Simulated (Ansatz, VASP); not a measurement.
# MoS2 in VASP and in Ansatz

```
Mo S
1.0
     3.04719    0.00000    0.00000
    -1.52359    2.80218    0.00000
     0.00000    0.00000   12.57882
Mo S
2 4
Direct
  0.33333 0.66667 0.25000
  0.66667 0.33333 0.75000
  0.33333 0.66667 0.62605
  0.66667 0.33333 0.12605
  0.33333 0.66667 0.87395
  0.66667 0.33333 0.37395
```

Change from the starting cell: strain -0.0300 x Voigt [1, -1, 0, 0, 0, 0], atoms carried along.

Alike in both runs: task single point; functional PBEsol; k mesh 12 × 12 × 2; occupations gaussian, width 0.05 eV; no spin polarisation.

|  | VASP | Ansatz |
| --- | --- | --- |
| version | VASP 6.6.1 | Ansatz 0.2.0 |
| potentials or method | VASP PAW PBE potentials, release 64 (Mo_sv, S), cutoff 520 eV | scalar-relativistic, plane waves, PAW |
| valence electrons in the cell | 52 | 52 |

|  | VASP | Ansatz | Ansatz less VASP |
| --- | --- | --- | --- |
| gap on the k mesh at the Fermi level (eV) | 1.02 | 1.01 | -0.014 |
| least direct gap on the mesh (eV) | 1.73 | 1.73 | -0.005 |
| pressure (GPa) | 0.4 | 0.4 | +0.03 |
| traceless stress, the component that is largest in VASP (GPa) | 5.92 | 5.89 | -0.024 |
| rms of the force components (eV/Å) | 0.147 | 0.148 | +0.0004 |

VASP's potentials were made for PBE, not for PBEsol. Atom by atom the forces differ by 0.001 eV/Å (rms over components).
